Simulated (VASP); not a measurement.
# ZnSe (P4/nmm) in VASP: further runs, part 2 of 3

VASP 6.6.1. Earlier steps stand in the parts before.

**3. Single point, LDA**

INCAR

```
PREC = Accurate
ENCUT = 520
EDIFF = 1E-6
ISMEAR = 0
SIGMA = 0.05
LREAL = F
LASPH = T
NELM = 60
ALGO = Normal
ISIF = 2
LWAVE = F
LCHARG = T
GGA = CA
LELF = T
LVHAR = T
NBANDS = 26
```

KPOINTS

```
regular mesh
0
Gamma
  8 8 6
```

POSCAR

```
ZnSe
1.0
    3.9827722569      0.0000000000      0.0000000000
    0.0000000000      3.9827722569      0.0000000000
    0.0000000000      0.0000000000      5.2564395555
Zn Se
2 2
Direct
    0.0000000000      0.0000000000      0.0000000000
    0.5000000000      0.5000000000      0.0000000000
    0.0000000000      0.5000000000      0.2796655406
    0.5000000000      0.0000000000      0.7203344594
```

Potentials or basis: VASP PAW LDA potentials, release 64 (Zn, Se).

On the command line:

```console
$ cat potpaw_LDA.64/Zn/POTCAR potpaw_LDA.64/Se/POTCAR > POTCAR
$ mpirun -np 1 vasp_std > vasp.out
```

OUTCAR:

```text
PREC = Accurate
   ENCUT = 520
   EDIFF = 1E-6
   ISMEAR = 0
   LREAL = F
   LASPH = T
   NELM = 60
   ISIF = 2
   GGA = CA

 ion  position               nearest neighbor table
   1  0.000  0.000  0.000-   3 2.48   4 2.48   3 2.48   4 2.48   2 2.82   2 2.82   2 2.82   2 2.82

   2  0.500  0.500  0.000-   3 2.48   4 2.48   4 2.48   3 2.48   1 2.82   1 2.82   1 2.82   1 2.82

   3  0.000  0.500  0.280-   1 2.48   2 2.48   1 2.48   2 2.48
   4  0.500  0.000  0.720-   1 2.48   2 2.48   2 2.48   1 2.48

  LATTYP: Found a simple tetragonal cell.
 ALAT       =     3.9827722569
 C/A-ratio  =     1.3197941575

  Lattice vectors:

 A1 = (   3.9827722569,   0.0000000000,   0.0000000000)
 A2 = (   0.0000000000,   3.9827722569,   0.0000000000)
 A3 = (   0.0000000000,   0.0000000000,   5.2564395555)

Analysis of symmetry for initial positions (statically):
=====================================================================
 Subroutine PRICEL returns:
 Original cell was already a primitive cell.

 Routine SETGRP: Setting up the symmetry group for a
 simple tetragonal supercell.

 Subroutine GETGRP returns: Found 16 space group operations
 (whereof  8 operations were pure point group operations)
 out of a pool of 16 trial point group operations.

The static configuration has the point symmetry D_2d.
 The point group associated with its full space group is D_4h.

Analysis of symmetry for dynamics (positions and initial velocities):
=====================================================================
 Subroutine PRICEL returns:
 Original cell was already a primitive cell.

 Routine SETGRP: Setting up the symmetry group for a
 simple tetragonal supercell.

 Subroutine GETGRP returns: Found 16 space group operations
 (whereof  8 operations were pure point group operations)
[... 116 lines left out ...]
   TEBEG  =    0.0;   TEEND  =   0.0 temperature during run
   PSTRESS=    0.0 pullay stress
   NELECT =      36.0000    total number of electrons
   NUPDOWN=      -1.0000    fix difference up-down
   EMIN   =  10.00;   EMAX   =-10.00  energy-range for DOS
   EFERMI =   0.00;   METHOD = LEGACY
   ISMEAR =     0;   SIGMA  =   0.05  broadening in eV -4-tet -1-fermi 0-gaus
   EFERMI_NEDOS =   21; number of points for ismear=-14 and -15
   IALGO  =     38    algorithm
   IMIX   =      4    mixing-type and parameters
     AMIX     =   0.40;   BMIX     =  1.00
     AMIX_MAG =   1.60;   BMIX_MAG =  1.00
  volume/ion in A,a.u.               =      20.85       140.67
  Fermi-wavevector in a.u.,A,eV,Ry     =   1.237337  2.338229 20.830570  1.531004
  Thomas-Fermi vector in A             =   2.371909
   LORBIT       =      0    0 simple, 1 ext, 2 COOP (PROOUT), +10 PAW based schemes
   GGA     = CA    functional components
   LHFCALC =     F    Hartree Fock is set to
   AEXX    =    0.0000 exact exchange contribution
   IVDW    =     0    specifies the selected vdW correction
   LEPSILON=     F    determine dielectric tensor
   LRPA    =     F    only Hartree local field effects (RPA)
 non-spin polarized calculation
 Gauss-broadening in eV      SIGMA  =   0.05
  energy-cutoff  :      520.00
  volume of cell :       83.38
 maximum number of plane-waves:      2283
 NGX is ok and might be reduce to    30
   NGX = 15   NGY = 15   NGZ = 19

 number of electron      36.0000051 magnetization

 Free energy of the ion-electron system (eV)
  ---------------------------------------------------
  ext. energy  EPLUGINS =         0.00000000
  ---------------------------------------------------
  free energy    TOTEN  =       -14.03031706 eV

  energy without entropy =      -14.03031706  energy(sigma->0) =      -14.03031706

 E-fermi :   2.6168     XC(G=0): -10.1403

 val. band max:        2.3611319028   @ k =   0.0000   0.0000   0.0000
 cond. band min:       3.9389631735   @ k =   0.0000   0.0000   0.0000
 fundamental gap:      1.5778312707
 Fermi energy:         2.6167768643

 k-point     1 :       0.0000    0.0000    0.0000
  band No.  band energies     occupation
      1     -11.5090      2.00000
      2     -10.0666      2.00000
      3      -5.1126      2.00000
      4      -5.0524      2.00000
      5      -4.9359      2.00000
      6      -4.9359      2.00000
[... 685 lines left out ...]
     25      11.3016      0.00000
     26      11.3016      0.00000

 [... further k-points ...]
[... 5 lines left out ...]
  --------------------------------------------------------------------------------------
  -------------------------------------------------------------------------------------
  Total        0.2300065      0.2300065      0.2165102      0.0000000      0.0000000      0.0000000
  in kB        4.4196513      4.4196513      4.1603156      0.0000000      0.0000000      0.0000000
  external PRESSURE =       4.3332061 kB  Pullay stress =       0.0000000 kB

 VOLUME and BASIS-vectors are now :
 -----------------------------------------------------------------------------
  energy-cutoff  :      520.00
  volume of cell :       83.38
      direct lattice vectors                 reciprocal lattice vectors
     3.982772257  0.000000000  0.000000000     0.251081391  0.000000000  0.000000000
     0.000000000  3.982772257  0.000000000     0.000000000  0.251081391  0.000000000
     0.000000000  0.000000000  5.256439556     0.000000000  0.000000000  0.190242842

 POSITION                                       TOTAL-FORCE (eV/Angst)
 -----------------------------------------------------------------------------------
      0.00000      0.00000      0.00000         0.000000      0.000000      0.000000
      1.99139      1.99139      0.00000        -0.000000     -0.000000      0.000000
      0.00000      1.99139      1.47005        -0.000000      0.000000      0.069617
      1.99139      0.00000      3.78639         0.000000      0.000000     -0.069617
 -----------------------------------------------------------------------------------
    total drift:                                0.000000      0.000000      0.000000

  FREE ENERGIE OF THE ION-ELECTRON SYSTEM (eV)
  ---------------------------------------------------
  free  energy   TOTEN  =       -14.0303170552 eV

  energy  without entropy=      -14.0303170552  energy(sigma->0) =      -14.03031706
```

Wall time 2.9 min (1 thread of AMD EPYC 7R13, shared host); peak memory 0.2 GiB.

What came out:

| Quantity | Value |
| --- | --- |
| Free energy | -14.0303 eV |
| Pressure | 0.4 GPa |
| Largest force | 0.070 eV/Å |
| Band gap on the k mesh | 1.58 eV, direct |

Forces on the atoms (eV/Å):
```
Zn   0.000  0.000  0.000
Zn   0.000  0.000  0.000
Se   0.000  0.000  0.070
Se   0.000  0.000 -0.070
```

A k mesh can miss the band edges.

**4. Single point, LDA**

This run uses another cell than the first one, of 21.82 Å³/atom, 1.047 times its volume.

INCAR

```
ALGO = Normal ; EDIFF = 1E-6
ENCUT = 520 ; GGA = CA
ISIF = 2 ; ISMEAR = 0
LASPH = T ; LCHARG = F
LREAL = F ; LWAVE = F
NBANDS = 26 ; NELM = 100
PREC = Accurate ; SIGMA = 0.05
```

KPOINTS

```
k-points
0
Gamma
  8 8 6
```

POSCAR

```
ZnSe
1.0
    4.0437991417      0.0000000000      0.0000000000
    0.0000000000      4.0437991417      0.0000000000
    0.0000000000      0.0000000000      5.3369824815
Zn Se
2 2
Direct
    0.0000000000      0.0000000000      0.0000000000
    0.5000000000      0.5000000000      0.0000000000
    0.0000000000      0.5000000000      0.2231634165
    0.5000000000      0.0000000000      0.7768365835
```

On the command line:

```console
$ cat potpaw_LDA.64/Zn/POTCAR potpaw_LDA.64/Se/POTCAR > POTCAR
$ mpirun -np 1 vasp_std > vasp.out
```

It took 2.6 min on 1 thread of AMD EPYC 7R13, shared host; peak memory 0.21 GiB.

The run converged. Its results:

| Item | Value |
| --- | --- |
| Free energy | -13.2924 eV |
| Pressure | 10.9 GPa |
| Largest force | 2.771 eV/Å |
| Band gap on the k mesh | 0.79 eV, direct |

Forces on the atoms (eV/Å):
```
Zn   0.000  0.000  0.000
Zn   0.000  0.000  0.000
Se   0.000  0.000  2.771
Se   0.000  0.000 -2.771
```

Stress tensor (GPa, compression positive):
```
11.04  0.00  0.00
 0.00 11.04  0.00
 0.00  0.00 10.75
```

Levels at points of the mesh, in eV from the valence-band top:
```tsv
k point	band 14	band 15	band 16	band 17	band 18	band 19	band 20	band 21	band 22	band 23
(0.00, 0.00, 0.00)	-3.70	-3.70	-0.42	-0.42	0.00	0.79	2.03	2.28	5.35	6.62
(0.50, 0.00, 0.00)	-5.14	-1.81	-1.81	-1.68	-1.68	2.81	2.81	6.49	6.49	6.63
(0.50, 0.50, 0.00)	-5.51	-2.68	-2.68	-2.50	-2.50	3.39	3.39	4.40	4.40	10.31
(0.00, 0.00, 0.50)	-3.54	-3.43	-1.50	-0.75	-0.75	0.98	3.38	4.15	4.43	7.63
(0.50, 0.00, 0.50)	-5.61	-1.75	-1.75	-0.77	-0.77	2.24	2.24	5.85	5.85	6.80
(0.50, 0.50, 0.50)	-5.37	-3.11	-3.11	-3.08	-3.08	5.38	5.38	6.66	6.66	8.22
```

Caveat: forces of over 1 eV/Å act on the atoms, so gaps and moduli don't describe the material at rest. A k mesh can miss the band edges.

**5. Single point, LDA**

This run uses another cell than the first one, of 21.82 Å³/atom, 1.047 times its volume.

INCAR

```
SYSTEM = ZnSe
  PREC = Accurate
  ENCUT = 520
  EDIFF = 1E-7
  ISMEAR = 0
  SIGMA = 0.05
  LREAL = .False.
  LASPH = .True.
  NELM = 60
  ALGO = Normal
  ISIF = 2
  LWAVE = .False.
  LCHARG = .False.
  GGA = CA
  NBANDS = 26
```

KPOINTS

```
Automatic mesh
0
Gamma
  8 8 6
  0 0 0
```

POSCAR: that of step 4 with these lines changed.

```diff
@@ -10,3 +10,3 @@
     0.5000000000      0.5000000000      0.0000000000
-    0.0000000000      0.5000000000      0.2231634165
-    0.5000000000      0.0000000000      0.7768365835
+    0.0000000000      0.5000000000      0.2984995820
+    0.5000000000      0.0000000000      0.7015004180
```

Potentials or basis: VASP PAW LDA potentials, release 64 (Zn, Se).

On the command line:

```console
$ cat potpaw_LDA.64/Zn/POTCAR potpaw_LDA.64/Se/POTCAR > POTCAR
$ mpirun -np 1 vasp_std > vasp.out
```

OUTCAR:

```text
SYSTEM = ZnSe
   PREC = Accurate
   ENCUT = 520
   EDIFF = 1E-7
   ISMEAR = 0
   LREAL = .False.
   LASPH = .True.
   NELM = 60
   ISIF = 2
   GGA = CA

 ion  position               nearest neighbor table
   1  0.000  0.000  0.000-   3 2.57   4 2.57   3 2.57   4 2.57   2 2.86   2 2.86   2 2.86   2 2.86

   2  0.500  0.500  0.000-   3 2.57   4 2.57   4 2.57   3 2.57   1 2.86   1 2.86   1 2.86   1 2.86

   3  0.000  0.500  0.298-   1 2.57   2 2.57   1 2.57   2 2.57
   4  0.500  0.000  0.702-   1 2.57   2 2.57   2 2.57   1 2.57

  LATTYP: Found a simple tetragonal cell.
 ALAT       =     4.0437991417
 C/A-ratio  =     1.3197941575

  Lattice vectors:

 A1 = (   4.0437991417,   0.0000000000,   0.0000000000)
 A2 = (   0.0000000000,   4.0437991417,   0.0000000000)
 A3 = (   0.0000000000,   0.0000000000,   5.3369824815)

Analysis of symmetry for initial positions (statically):
=====================================================================
 Subroutine PRICEL returns:
 Original cell was already a primitive cell.

 Routine SETGRP: Setting up the symmetry group for a
 simple tetragonal supercell.

 Subroutine GETGRP returns: Found 16 space group operations
 (whereof  8 operations were pure point group operations)
 out of a pool of 16 trial point group operations.

The static configuration has the point symmetry D_2d.
 The point group associated with its full space group is D_4h.

Analysis of symmetry for dynamics (positions and initial velocities):
=====================================================================
 Subroutine PRICEL returns:
 Original cell was already a primitive cell.

 Routine SETGRP: Setting up the symmetry group for a
 simple tetragonal supercell.

 Subroutine GETGRP returns: Found 16 space group operations
 (whereof  8 operations were pure point group operations)
 out of a pool of 16 trial point group operations.

The dynamic configuration has the point symmetry D_2d.
[... 116 lines left out ...]
   NUPDOWN=      -1.0000    fix difference up-down
   EMIN   =  10.00;   EMAX   =-10.00  energy-range for DOS
   EFERMI =   0.00;   METHOD = LEGACY
   ISMEAR =     0;   SIGMA  =   0.05  broadening in eV -4-tet -1-fermi 0-gaus
   EFERMI_NEDOS =   21; number of points for ismear=-14 and -15
   IALGO  =     38    algorithm
   IMIX   =      4    mixing-type and parameters
     AMIX     =   0.40;   BMIX     =  1.00
     AMIX_MAG =   1.60;   BMIX_MAG =  1.00
  volume/ion in A,a.u.               =      21.82       147.24
  Fermi-wavevector in a.u.,A,eV,Ry     =   1.218664  2.302941 20.206587  1.485142
  Thomas-Fermi vector in A             =   2.353943
   LORBIT       =      0    0 simple, 1 ext, 2 COOP (PROOUT), +10 PAW based schemes
   GGA     = CA    functional components
   LHFCALC =     F    Hartree Fock is set to
   AEXX    =    0.0000 exact exchange contribution
   IVDW    =     0    specifies the selected vdW correction
   LEPSILON=     F    determine dielectric tensor
   LRPA    =     F    only Hartree local field effects (RPA)
 non-spin polarized calculation
 Gauss-broadening in eV      SIGMA  =   0.05
  energy-cutoff  :      520.00
  volume of cell :       87.27
 maximum number of plane-waves:      2377
   NGX = 15   NGY = 15   NGZ = 19

 number of electron      36.0000050 magnetization

 Free energy of the ion-electron system (eV)
  ---------------------------------------------------
  ext. energy  EPLUGINS =         0.00000000
  ---------------------------------------------------
  free energy    TOTEN  =       -13.83251575 eV

  energy without entropy =      -13.83251575  energy(sigma->0) =      -13.83251575

 E-fermi :   2.3722     XC(G=0):  -9.9976

 val. band max:        2.0871657519   @ k =   0.0000   0.0000   0.0000
 cond. band min:       3.1982932573   @ k =   0.0000   0.0000   0.0000
 fundamental gap:      1.1111275053
 Fermi energy:         2.3722222492

 k-point     1 :       0.0000    0.0000    0.0000
  band No.  band energies     occupation
      1     -11.4347      2.00000
      2     -10.0893      2.00000
      3      -5.2408      2.00000
      4      -5.1996      2.00000
      5      -5.0374      2.00000
      6      -5.0374      2.00000
[... 685 lines left out ...]
     25      10.8448      0.00000
     26      10.8448      0.00000

 [... further k-points ...]
[... 5 lines left out ...]
  --------------------------------------------------------------------------------------
  -------------------------------------------------------------------------------------
  Total       -2.6849865     -2.6849865     -3.9715242      0.0000000     -0.0000000      0.0000000
  in kB      -49.2921503    -49.2921503    -72.9109689      0.0000000     -0.0000000      0.0000000
  external PRESSURE =     -57.1650898 kB  Pullay stress =       0.0000000 kB

 VOLUME and BASIS-vectors are now :
 -----------------------------------------------------------------------------
  energy-cutoff  :      520.00
  volume of cell :       87.27
      direct lattice vectors                 reciprocal lattice vectors
     4.043799142  0.000000000  0.000000000     0.247292203  0.000000000  0.000000000
     0.000000000  4.043799142  0.000000000     0.000000000  0.247292203  0.000000000
     0.000000000  0.000000000  5.336982481     0.000000000  0.000000000  0.187371797

 POSITION                                       TOTAL-FORCE (eV/Angst)
 -----------------------------------------------------------------------------------
      0.00000      0.00000      0.00000         0.000000      0.000000      0.000000
      2.02190      2.02190      0.00000        -0.000000     -0.000000      0.000000
      0.00000      2.02190      1.59309         0.000000      0.000000     -1.284795
      2.02190      0.00000      3.74390         0.000000      0.000000      1.284795
 -----------------------------------------------------------------------------------
    total drift:                                0.000000      0.000000      0.000000

  FREE ENERGIE OF THE ION-ELECTRON SYSTEM (eV)
  ---------------------------------------------------
  free  energy   TOTEN  =       -13.8325157469 eV

  energy  without entropy=      -13.8325157469  energy(sigma->0) =      -13.83251575
```

OSZICAR:

```text
N       E                     dE             d eps       ncg     rms          rms(c)
DAV:   1     0.231767170599E+03    0.23177E+03   -0.17002E+04  3128   0.161E+03
DAV:   2     0.793475903098E+01   -0.22383E+03   -0.21467E+03  3194   0.340E+02
DAV:   3    -0.140178453012E+02   -0.21953E+02   -0.21711E+02  3746   0.105E+02
DAV:   4    -0.144797742825E+02   -0.46193E+00   -0.46092E+00  3576   0.149E+01
DAV:   5    -0.144826221609E+02   -0.28479E-02   -0.28475E-02  3730   0.117E+00    0.667E+00
DAV:   6    -0.138699984937E+02    0.61262E+00   -0.15864E+00  4244   0.316E+01    0.542E+00
DAV:   7    -0.138443548631E+02    0.25644E-01   -0.42000E-01  3366   0.548E+00    0.237E+00
DAV:   8    -0.138334901743E+02    0.10865E-01   -0.11079E-02  3632   0.835E-01    0.534E-01
DAV:   9    -0.138325009628E+02    0.98921E-03   -0.12724E-03  4298   0.543E-01    0.844E-02
DAV:  10    -0.138325207619E+02   -0.19799E-04   -0.31609E-04  3326   0.126E-01    0.384E-02
DAV:  11    -0.138325158702E+02    0.48917E-05   -0.25239E-05  3348   0.382E-02    0.879E-03
DAV:  12    -0.138325156615E+02    0.20869E-06   -0.26057E-06  3612   0.110E-02    0.224E-03
DAV:  13    -0.138325157469E+02   -0.85404E-07   -0.27097E-07  3292   0.316E-03
   1 F= -.13832516E+02 E0= -.13832516E+02  d E =-.112531E-17
```

Run time: 2.9 min. Hardware: 1 thread of AMD EPYC 7R13, shared host; peak memory 0.21 GiB.

Results:

```yaml
Free_energy: -13.8325 eV
Pressure: -5.7 GPa
Largest_force: 1.285 eV/Å
Band_gap_on_the_k_mesh: 1.11 eV, direct
```

Forces in eV/Å, atoms in the order of the input:
```
Zn   0.000  0.000  0.000
Zn   0.000  0.000  0.000
Se   0.000  0.000 -1.285
Se   0.000  0.000  1.285
```

Stress tensor (GPa, compression positive):
```
-4.93  0.00  0.00
 0.00 -4.93  0.00
 0.00  0.00 -7.29
```

Caveat: forces of over 1 eV/Å act on the atoms, so gaps and moduli don't describe the material at rest. A k mesh can miss the band edges.

(Continued in part 3 of 3.)
